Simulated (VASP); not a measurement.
# MnO (Fm-3m) in VASP: a series of runs, part 2 of 2

VASP 6.6.1. The steps go on from the part before.

## (3) Single point, r2SCAN+U, collinear spin, ferromagnetic start

The input, POSCAR:

```
MnO
1.0
    0.0000000000      2.2239077028      2.2239077028
    2.2239077028      0.0000000000      2.2239077028
    2.2239077028      2.2239077028      0.0000000000
Mn O
1 1
Direct
    0.0000000000      0.0000000000      0.0000000000
    0.5000000000      0.5000000000      0.5000000000
```

The input, INCAR.step1:

```
PREC = Accurate
ENCUT = 520
ISMEAR = -1
SIGMA = 0.05
LREAL = False
LASPH = True
NELM = 150
ISPIN = 2
MAGMOM = 4 0
LMAXMIX = 4
LDAU = True
LDAUTYPE = 2
LDAUL = 2 -1
LDAUU = 8 0
LDAUJ = 0 0
NBANDS = 20
GGA = PE
ALGO = Normal
EDIFF = 1E-4
LWAVE = True
LCHARG = False
```

The input, INCAR.step2:

```
PREC = Accurate
ENCUT = 520
EDIFF = 1E-6
ISMEAR = -1
SIGMA = 0.05
LREAL = False
LASPH = True
NELM = 150
ALGO = Normal
ISIF = 2
LWAVE = False
LCHARG = True
ISPIN = 2
MAGMOM = 4 0
LORBIT = 11
LMAXMIX = 4
LDAU = True
LDAUTYPE = 2
LDAUL = 2 -1
LDAUU = 8 0
LDAUJ = 0 0
LDAUPRINT = 1
METAGGA = R2SCAN
LMIXTAU = True
LELF = True
LVHAR = True
NBANDS = 20
ISTART = 1
```

The input, KPOINTS:

```
Automatic mesh
0
Gamma
  10 10 10
```

Potentials or basis: VASP PAW PBE potentials, release 64 (Mn_pv, O).

On the command line:

```sh
$ cat potpaw_PBE.64/Mn_pv/POTCAR potpaw_PBE.64/O/POTCAR > POTCAR
$ cp INCAR.step1 INCAR
$ mpirun -np 1 vasp_std > vasp.out
$ cp INCAR.step2 INCAR
$ mpirun -np 1 vasp_std > vasp.out
```

OUTCAR:

```text
PREC = Accurate
   ENCUT = 520
   EDIFF = 1E-6
   ISMEAR = -1
   LREAL = False
   LASPH = True
   NELM = 150
   ISIF = 2
   ISPIN = 2
   LORBIT = 11
   METAGGA = R2SCAN
   ISTART = 1

 ion  position               nearest neighbor table
   1  0.000  0.000  0.000-   2 2.22   2 2.22   2 2.22   2 2.22   2 2.22   2 2.22
   2  0.500  0.500  0.500-   1 2.22   1 2.22   1 2.22   1 2.22   1 2.22   1 2.22

  LATTYP: Found a face centered cubic cell.
 ALAT       =     4.4478154056

  Lattice vectors:

 A1 = (   0.0000000000,   2.2239077028,   2.2239077028)
 A2 = (   2.2239077028,   0.0000000000,   2.2239077028)
 A3 = (   2.2239077028,   2.2239077028,   0.0000000000)

Analysis of symmetry for initial positions (statically):
=====================================================================
 Subroutine PRICEL returns:
 Original cell was already a primitive cell.

 Routine SETGRP: Setting up the symmetry group for a
 face centered cubic supercell.

[... 230 lines left out ...]
      4     -13.5794      1.00000
      5       0.4047      1.00000
      6       0.4047      1.00000
[... 1097 lines left out ...]
     19      34.8539      0.00000
     20      36.4605      0.00000

 [... further k-points ...]

------------------------ aborting loop because EDIFF is reached ----------------------------------------

  FORCE on cell =-STRESS in cart. coord.  units (eV):
  Direction    XX          YY          ZZ          XY          YZ          ZX
  --------------------------------------------------------------------------------------
  -------------------------------------------------------------------------------------
  Total        0.7162658      0.7162658      0.7162658      0.0000000      0.0000000     -0.0000000
  in kB       52.1680377     52.1680377     52.1680377      0.0000000      0.0000000     -0.0000000
  external PRESSURE =      52.1680377 kB  Pullay stress =       0.0000000 kB

 VOLUME and BASIS-vectors are now :
 -----------------------------------------------------------------------------
  energy-cutoff  :      520.00
  volume of cell :       22.00
      direct lattice vectors                 reciprocal lattice vectors
     0.000000000  2.223907703  2.223907703    -0.224829474  0.224829474  0.224829474
     2.223907703  0.000000000  2.223907703     0.224829474 -0.224829474  0.224829474
     2.223907703  2.223907703  0.000000000     0.224829474  0.224829474 -0.224829474

 POSITION                                       TOTAL-FORCE (eV/Angst)
 -----------------------------------------------------------------------------------
      0.00000      0.00000      0.00000         0.000000      0.000000      0.000000
      2.22391      2.22391      2.22391         0.000000      0.000000      0.000000
 -----------------------------------------------------------------------------------
    total drift:                                0.000000     -0.000000     -0.000000

  FREE ENERGIE OF THE ION-ELECTRON SYSTEM (eV)
  ---------------------------------------------------
  free  energy   TOTEN  =       -23.0238014691 eV

  energy  without entropy=      -23.0238014678  energy(sigma->0) =      -23.02380147

 total charge

# of ion       s       p       d       tot
------------------------------------------
    1        0.210   6.176   4.963  11.350
    2        1.554   3.507   0.000   5.061
--------------------------------------------------
tot          1.765   9.683   4.963  16.411

 magnetization (x)

# of ion       s       p       d       tot
------------------------------------------
    1        0.029   0.025   4.699   4.753
    2        0.018   0.067   0.000   0.085
--------------------------------------------------
tot          0.047   0.092   4.699   4.838
```

OUTCAR.step1:

```text
PREC = Accurate
   ENCUT = 520
   ISMEAR = -1
   LREAL = False
   LASPH = True
[... 1349 lines left out ...]
      0.00000      0.00000      0.00000        -0.000000      0.000000     -0.000000
      2.22391      2.22391      2.22391         0.000000     -0.000000      0.000000
 -----------------------------------------------------------------------------------
    total drift:                                0.000000     -0.000000     -0.000000

  FREE ENERGIE OF THE ION-ELECTRON SYSTEM (eV)
  ---------------------------------------------------
  free  energy   TOTEN  =       -14.7368533604 eV

  energy  without entropy=      -14.7368529923  energy(sigma->0) =      -14.73685318
```

Wall time 68 s (1 thread of Intel Xeon Platinum 8488C (Sapphire Rapids), shared host); peak memory 0.17 GiB.

What came out:

```
Free energy                                           : -23.0238 eV
Pressure                                              : 5.2 GPa
Band gap on the k mesh                                : 1.56 eV (least direct gap 3.25 eV)
Net moment                                            : 5.00 μB per cell
Site moments                                          : Mn +4.75; O +0.09 μB
Valence electrons inside the program's atomic spheres : Mn 11.35; O 5.06
```

Levels at points of the mesh, in eV from the valence-band top:
Spin up:
| k point | band 10 | band 11 | band 12 | band 13 | band 14 | band 15 |
| --- | --- | --- | --- | --- | --- | --- |
| (0.00, 0.00, 0.00) | -1.93 | -1.93 | -1.93 | 1.56 | 16.23 | 17.13 |
| (0.50, 0.00, 0.00) | -3.18 | 0.00 | 0.00 | 5.65 | 10.02 | 14.16 |
| (0.50, 0.50, 0.00) | -4.40 | -3.02 | -3.02 | 7.05 | 10.34 | 11.08 |
Spin down:
| k point | band 5 | band 6 | band 7 | band 8 | band 9 | band 10 |
| --- | --- | --- | --- | --- | --- | --- |
| (0.00, 0.00, 0.00) | -1.68 | -1.68 | -1.68 | 3.23 | 6.82 | 6.82 |
| (0.50, 0.00, 0.00) | -5.56 | -2.60 | -2.60 | 6.86 | 7.75 | 8.55 |
| (0.50, 0.50, 0.00) | -4.85 | -2.71 | -2.71 | 4.30 | 8.05 | 8.45 |

Eigenvalues of the final occupation matrices:
```
    site  spin  trace               eigenvalues
site 1 d     1   4.85  0.96 0.96 0.96 0.99 0.99
site 1 d     2   0.14  0.01 0.01 0.01 0.05 0.05
```

Caveat: the cell stands under pressure; the PAW data sets were made with another functional, which shifts forces and pressure a little; a cell with one magnetic atom can't hold antiferromagnetic order, which such compounds often take.

## (4) Elastic constants, PBE, collinear spin, ferromagnetic start

The input, INCAR:

```
  ALGO = Normal
  EDIFF = 1E-8
  ENCUT = 600
  GGA = PE
  IBRION = 6
  ISIF = 3
  ISMEAR = -1
  ISPIN = 2
  LASPH = True
  LCHARG = False
  LMAXMIX = 4
  LORBIT = 11
  LREAL = False
  LWAVE = False
  MAGMOM = 4 0
  NBANDS = 20
  NELM = 150
  NFREE = 2
  NSW = 1
  POTIM = 0.015
  PREC = Accurate
  SIGMA = 0.05
```

The input, KPOINTS:

```
k-points
0
Gamma
  7 7 7
```

POSCAR is that of step 3.

On the command line:

```sh
$ cat potpaw_PBE.64/Mn_pv/POTCAR potpaw_PBE.64/O/POTCAR > POTCAR
$ mpirun -np 1 vasp_std > vasp.out
```

Wall time 12 min (1 thread of Intel Xeon Platinum 8488C (Sapphire Rapids), shared host); peak memory 0.29 GiB.

It converged, with:

```yaml
Net_moment: 4.72 μB per cell
Site_moments: Mn +4.30; O +0.19 μB
Valence_electrons_inside_the_program's_atomic_spheres: Mn 11.35; O 4.97
Elastic_constants_C11_C12_C44: 86, 127, 63 GPa
Voigt_bulk_modulus: 113 GPa
Highest_phonon_frequency_at_Γ_LO-TO_splitting_left_out: 288 cm⁻¹
```

Phonon frequencies in cm⁻¹ (negative: imaginary):
```
              q point        frequencies
(0.000, 0.000, 0.000)  0 0 0 288 288 288
```

Elastic tensor in Voigt notation (GPa, in the Cartesian axes of the cell as first typed):
```
 86 127 127   0   0   0
127  86 127   0   0   0
127 127  86   0   0   0
  0   0   0  63   0   0
  0   0   0   0  63   0
  0   0   0   0   0  63
```

Clamped-ion elastic tensor (GPa):
```
 86 127 127   0   0   0
127  86 127   0   0   0
127 127  86   0   0   0
  0   0   0  63   0   0
  0   0   0   0  63   0
  0   0   0   0   0  63
```

Caveat: the cell is under stress, which shifts elastic constants; the elastic tensor has a negative eigenvalue, so either the cell is unstable as it stands or the mesh is too thin; a cell with one magnetic atom can't hold antiferromagnetic order, which such compounds often take.

## (5) Summary

```tsv
task	level	U	k mesh	cutoff (eV)	ions in elastic constants	gap on the mesh (eV)	pressure (GPa)	moment (μB)
single point	r2SCAN+U	Mn d U = 6.0 eV	10 × 10 × 10	520	-	1.24	4.3	5.00
single point	r2SCAN+U	Mn d U = 8.0 eV	10 × 10 × 10	520	-	1.56	5.2	5.00
elastic constants	PBE	-	7 × 7 × 7	600	relaxed	-	-	4.72
```

Alike in all rows: potentials or basis VASP PAW PBE potentials, release 64 (Mn_pv, O); spin collinear, ferromagnetic start; cell as given; smearing fermi-dirac 0.05 eV.

Caveats: a cell with one magnetic atom can't hold antiferromagnetic order, which such compounds often take; the cell stands under pressure (at least some runs); the PAW data sets were made with another functional, which shifts forces and pressure a little (at least some runs); the cell is under stress, which shifts elastic constants (at least some runs); the elastic tensor has a negative eigenvalue, so either the cell is unstable as it stands or the mesh is too thin (at least some runs).

Total energies depend on the potentials used, so only differences within one code and one set of settings carry meaning.
